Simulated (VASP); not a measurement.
# Mg (C2/m) in VASP: single point with PBE

Aim: the single point of Mg with PBE.

All numbers are computed with VASP 6.6.1; they aren't measurements. Logs are shortened: lines on timing, memory, paths and dates and some standing lists are left out, and cuts for length are marked.

### Step 1. The cell of the first run

The structure is monoclinic, space group C2/m (No. 12). Conventional cell: a = 3.310 Å, b = 5.338 Å, c = 3.007 Å, α = 90.00°, β = 90.18°, γ = 90.00°. Within 4.0 Å of Mg (site symmetry 2/m) lie 8 Mg at 3.01 to 3.31 Å.

### Step 2. Single point, PBE (strained)

Contents of INCAR:

```
SYSTEM = Mg
  ALGO = Normal
  EDIFF = 1E-6
  ENCUT = 600
  GGA = PE
  GGA_COMPAT = .FALSE.
  ISIF = 2
  ISMEAR = 0
  LASPH = .TRUE.
  LCHARG = .TRUE.
  LELF = .TRUE.
  LREAL = .FALSE.
  LVHAR = .TRUE.
  LWAVE = .FALSE.
  NBANDS = 7
  NELM = 120
  PREC = Accurate
  SIGMA = 0.1
```

Contents of KPOINTS:

```
k-points
0
G
  14 14 12
  0 0 0
```

Contents of POSCAR:

```
Mg
1.0
    3.1389110097      0.0987077015      0.0024707428
   -1.4839721278      2.7677143865      0.0024629205
    0.0024663184      0.0042627726      3.0074774130
Mg
1
Direct
    0.0000000000      0.0000000000      0.0000000000
```

Potentials or basis: VASP PAW PBE potentials, release 64 (Mg).

Command:

```bash
$ cat potpaw_PBE.64/Mg/POTCAR > POTCAR
$ mpirun -np 1 vasp_std > vasp.out
```

OUTCAR:

```text
SYSTEM = Mg
   EDIFF = 1E-6
   ENCUT = 600
   GGA = PE
   ISIF = 2
   ISMEAR = 0
   LASPH = .TRUE.
   LREAL = .FALSE.
   NELM = 120
   PREC = Accurate

 ion  position               nearest neighbor table
   1  0.000  0.000  0.000-

  LATTYP: Found a base centered monoclinic cell.
 ALAT       =     3.3098674642
 B/A-ratio  =     1.6127647515
 C/A-ratio  =     0.9086410492
 COS(beta)  =    -0.0031281144

  Lattice vectors:

 A1 = (  -3.1389110097,  -0.0987077015,  -0.0024707428)
 A2 = (   1.4839721278,  -2.7677143865,  -0.0024629205)
 A3 = (   0.0024663184,   0.0042627726,   3.0074774130)

Analysis of symmetry for initial positions (statically):
=====================================================================
 Subroutine PRICEL returns:
 Original cell was already a primitive cell.

 Routine SETGRP: Setting up the symmetry group for a
 base centered monoclinic supercell.

 Subroutine GETGRP returns: Found  4 space group operations
 (whereof  4 operations were pure point group operations)
 out of a pool of  4 trial point group operations.

The static configuration has the point symmetry C_2h.

Analysis of symmetry for dynamics (positions and initial velocities):
=====================================================================
 Subroutine PRICEL returns:
 Original cell was already a primitive cell.

 Routine SETGRP: Setting up the symmetry group for a
 base centered monoclinic supercell.

 Subroutine GETGRP returns: Found  4 space group operations
 (whereof  4 operations were pure point group operations)
 out of a pool of  4 trial point group operations.

The dynamic configuration has the point symmetry C_2h.

 Subroutine INISYM returns: Found  4 space group operations
 (whereof  4 operations are pure point group operations),
 and found     1 'primitive' translations

----------------------------------------------------------------------------------------

                                     Primitive cell

  volume of cell :      26.5683

  direct lattice vectors                    reciprocal lattice vectors
     3.138911010  0.098707701  0.002470743     0.313299738  0.167983120 -0.000495023
    -1.483972128  2.767714386  0.002462921    -0.011173132  0.355318672 -0.000494463
     0.002466318  0.004262773  3.007477413    -0.000248236 -0.000428986  0.332505387

  length of vectors
     3.140463603  3.140449373  3.007481445     0.355493037  0.355494644  0.332505756

  position of ions in fractional coordinates (direct lattice)
     0.000000000  0.000000000  0.000000000

  ion indices of the primitive-cell ions
   primitive index   ion index
                 1           1

----------------------------------------------------------------------------------------

 KPOINTS: k-points

Automatic generation of k-mesh.
 Grid dimensions read from file:
 generate k-points for:   14   14   12

 Generating k-lattice:

  Cartesian coordinates                     Fractional coordinates (reciprocal lattice)
     0.022378553  0.011998794 -0.000035359     0.071428571  0.000000000 -0.000000000
    -0.000798081  0.025379905 -0.000035319    -0.000000000  0.071428571 -0.000000000
    -0.000020686 -0.000035749  0.027708782    -0.000000000  0.000000000  0.083333333

  Length of vectors
     0.025392360  0.025392475  0.027708813

  Shift w.r.t. Gamma in fractional coordinates (k-lattice)
     0.000000000  0.000000000  0.000000000

 Subroutine IBZKPT returns following result:
 ===========================================

 Found    639 irreducible k-points:

 Following reciprocal coordinates:
            Coordinates               Weight
  0.000000  0.000000  0.000000      1.000000
  0.071429 -0.000000 -0.000000      4.000000
  0.142857 -0.000000 -0.000000      4.000000
  0.214286 -0.000000 -0.000000      4.000000
  0.285714 -0.000000 -0.000000      4.000000
  0.357143 -0.000000 -0.000000      4.000000
[... 16 lines left out ...]
  0.214286  0.142857 -0.000000      4.000000
  0.285714  0.142857 -0.000000      4.000000
 [... further k-points ...]
   k-points           NKPTS =    639   k-points in BZ     NKDIM =    639   number of bands    NBANDS=      7
   number of dos      NEDOS =    301   number of ions     NIONS =      1
   total plane-waves  NPLWV =  18816
   dimension x,y,z NGX =    28 NGY =   28 NGZ =   24
   dimension x,y,z NGXF=    56 NGYF=   56 NGZF=   48
   ions per type =               1
   NGX,Y,Z   is equivalent  to a cutoff of  14.82, 14.82, 13.27 a.u.
   NGXF,Y,Z  is equivalent  to a cutoff of  29.64, 29.64, 26.53 a.u.
 SYSTEM =  Mg
   PREC   = accura    normal or accurate (medium, high low for compatibility)
   ISTART =      0    job   : 0-new  1-cont  2-samecut
   ICHARG =      2    charge: 1-file 2-atom 10-const
   ISPIN  =      1    spin polarized calculation?
   LNONCOLLINEAR =      F non collinear calculations
   LSORBIT =      F    spin-orbit coupling
   LASPH  =      T    aspherical Exc in radial PAW
   ENCUT  =  600.0 eV  44.10 Ry    6.64 a.u.   6.27  6.27  6.01*2*pi/ulx,y,z
   NELM   =    120;   NELMIN=  2; NELMDL= -5     # of ELM steps
   EDIFF  = 0.1E-05   stopping-criterion for ELM
   LREAL  =      F    real-space projection
   EDIFFG = 0.1E-04   stopping-criterion for IOM
   NSW    =      0    number of steps for IOM
   IBRION =     -1    ionic relax: 0-MD 1-quasi-New 2-CG
   NFREE  =      0    steps in history (QN), initial steepest desc. (CG)
   ISIF   =      2    stress and relaxation
   ISYM   =      2    0-nonsym 1-usesym 2-fastsym
   POTIM  = 0.5000    time-step for ionic-motion
   TEBEG  =    0.0;   TEEND  =   0.0 temperature during run
   PSTRESS=    0.0 pullay stress
   NELECT =       2.0000    total number of electrons
   NUPDOWN=      -1.0000    fix difference up-down
   EMIN   =  10.00;   EMAX   =-10.00  energy-range for DOS
   EFERMI =   0.00;   METHOD = LEGACY
   ISMEAR =     0;   SIGMA  =   0.10  broadening in eV -4-tet -1-fermi 0-gaus
   EFERMI_NEDOS =   21; number of points for ismear=-14 and -15
   IALGO  =     38    algorithm
   IMIX   =      4    mixing-type and parameters
     AMIX     =   0.40;   BMIX     =  1.00
     AMIX_MAG =   1.60;   BMIX_MAG =  1.00
  volume/ion in A,a.u.               =      26.57       179.29
  Fermi-wavevector in a.u.,A,eV,Ry     =   0.691243  1.306259  6.501085  0.477816
  Thomas-Fermi vector in A             =   1.772838
   LORBIT       =      0    0 simple, 1 ext, 2 COOP (PROOUT), +10 PAW based schemes
   GGA     = PE    functional components
   LHFCALC =     F    Hartree Fock is set to
   AEXX    =    0.0000 exact exchange contribution
   IVDW    =     0    specifies the selected vdW correction
   LEPSILON=     F    determine dielectric tensor
   LRPA    =     F    only Hartree local field effects (RPA)
 non-spin polarized calculation
 Gauss-broadening in eV      SIGMA  =   0.10
  energy-cutoff  :      600.00
  volume of cell :       26.57
 maximum number of plane-waves:       912
 NGX is ok and might be reduce to    28
   NGX = 13   NGY = 13   NGZ = 13

 number of electron       2.0000000 magnetization

 Free energy of the ion-electron system (eV)
  ---------------------------------------------------
  ext. energy  EPLUGINS =         0.00000000
  ---------------------------------------------------
  free energy    TOTEN  =        -1.25688602 eV

  energy without entropy =       -1.25462433  energy(sigma->0) =       -1.25575517

 E-fermi :   1.8708     XC(G=0):  -8.0318

 val. band max:        1.8691890802   @ k =  -0.1429   0.5000   0.0833
 cond. band min:       1.8773676539   @ k =   0.2143   0.2143   0.5000
 fundamental gap:      0.0081785736
 Fermi energy:         1.8707602305

 k-point     1 :       0.0000    0.0000    0.0000
  band No.  band energies     occupation
      1      -4.4346      2.00000
      2      10.2245      0.00000
      3      11.3697      0.00000
      4      12.6397      0.00000
      5      13.2618      0.00000
      6      13.8670      0.00000
      7      14.2334      0.00000

 k-point     2 :       0.0714   -0.0000   -0.0000
  band No.  band energies     occupation
      1      -4.3375      2.00000
      2       9.9893      0.00000
      3      11.3519      0.00000
      4      11.4513      0.00000
      5      12.7606      0.00000
      6      14.3866      0.00000
      7      14.9091      0.00000

 k-point     3 :       0.1429   -0.0000   -0.0000
  band No.  band energies     occupation
      1      -4.0465      2.00000
      2       8.6163      0.00000
      3      10.6096      0.00000
      4      11.6959      0.00000
      5      12.0531      0.00000
      6      14.1746      0.00000
      7      16.2492      0.00000

 k-point     4 :       0.2143   -0.0000   -0.0000
  band No.  band energies     occupation
      1      -3.5634      2.00000
      2       6.7240      0.00000
      3      10.3466      0.00000
      4      11.4455      0.00000
      5      12.1043      0.00000
      6      14.0985      0.00000
      7      17.7106      0.00000

 k-point     5 :       0.2857   -0.0000   -0.0000
  band No.  band energies     occupation
      1      -2.8905      2.00000
      2       4.8834      0.00000
      3      10.1047      0.00000
      4      10.9181      0.00000
      5      12.6768      0.00000
      6      14.3976      0.00000
      7      19.2235      0.00000
[... 161 lines left out ...]
 k-point    22 :       0.1429    0.1429    0.0000
  band No.  band energies     occupation
      1      -3.3171      2.00000
      2       7.0642      0.00000
      3       7.3672      0.00000
      4      12.3127      0.00000
      5      12.5455      0.00000
      6      16.5665      0.00000
      7      17.1508      0.00000

 k-point    23 :       0.2143    0.1429   -0.0000
  band No.  band energies     occupation
      1      -2.6667      2.00000
      2       5.3432      0.00000
      3       6.7716      0.00000
      4      12.8660      0.00000
      5      13.0346      0.00000
      6      16.3251      0.00000
      7      18.6122      0.00000

 k-point    24 :       0.2857    0.1429   -0.0000
  band No.  band energies     occupation
      1      -1.8299      2.00000
      2       3.6365      0.00000
      3       6.4504      0.00000
      4      13.4542      0.00000
      5      13.5959      0.00000
      6      16.1823      0.00000
      7      18.4337      0.00000

 [... further k-points ...]

------------------------ aborting loop because EDIFF is reached ----------------------------------------

  FORCE on cell =-STRESS in cart. coord.  units (eV):
  Direction    XX          YY          ZZ          XY          YZ          ZX
  --------------------------------------------------------------------------------------
  -------------------------------------------------------------------------------------
  Total       -0.3182266     -0.4415517      0.2086661     -0.1068064      0.0058168      0.0033583
  in kB      -19.1903992    -26.6274192     12.5834390     -6.4408759      0.3507778      0.2025183
  external PRESSURE =     -11.0781265 kB  Pullay stress =       0.0000000 kB

 VOLUME and BASIS-vectors are now :
 -----------------------------------------------------------------------------
  energy-cutoff  :      600.00
  volume of cell :       26.57
      direct lattice vectors                 reciprocal lattice vectors
     3.138911010  0.098707701  0.002470743     0.313299738  0.167983120 -0.000495023
    -1.483972128  2.767714386  0.002462921    -0.011173132  0.355318672 -0.000494463
     0.002466318  0.004262773  3.007477413    -0.000248236 -0.000428986  0.332505387

 POSITION                                       TOTAL-FORCE (eV/Angst)
 -----------------------------------------------------------------------------------
      0.00000      0.00000      0.00000         0.000000     -0.000000     -0.000000
 -----------------------------------------------------------------------------------
    total drift:                               -0.000000     -0.000000      0.000000

  FREE ENERGIE OF THE ION-ELECTRON SYSTEM (eV)
  ---------------------------------------------------
  free  energy   TOTEN  =        -1.2568860184 eV

  energy  without entropy=       -1.2546243304  energy(sigma->0) =       -1.25575517
```

Run time: 43 s. Hardware: 1 thread of Intel Xeon Platinum 8488C (Sapphire Rapids), shared host; peak memory 0.27 GiB.

Results:

| Property | Result |
| --- | --- |
| Free energy | -1.2569 eV |
| Pressure | -1.1 GPa |
| Band gap on the k mesh | zero (bands 1 and 2 overlap by 4.93 eV) |

Levels at points of the mesh, in eV from the Fermi level:
| k point | band 1 | band 2 | band 3 | band 4 | band 5 |
| --- | --- | --- | --- | --- | --- |
| (0.00, 0.00, 0.00) | -6.31 | 8.35 | 9.50 | 10.77 | 11.39 |
| (0.50, 0.00, 0.00) | -1.65 | -1.64 | 7.97 | 8.13 | 13.38 |
| (0.50, 0.50, 0.00) | -1.30 | -0.95 | 6.54 | 6.86 | 13.61 |
| (0.00, 0.00, 0.50) | -2.45 | -2.00 | 13.20 | 14.34 | 14.84 |
| (0.50, 0.00, 0.50) | 1.61 | 1.97 | 2.78 | 2.99 | 11.49 |
| (0.50, 0.50, 0.50) | 1.94 | 2.57 | 3.31 | 3.47 | 9.86 |

Caveat: the cell differs from its parent crystal (strained).
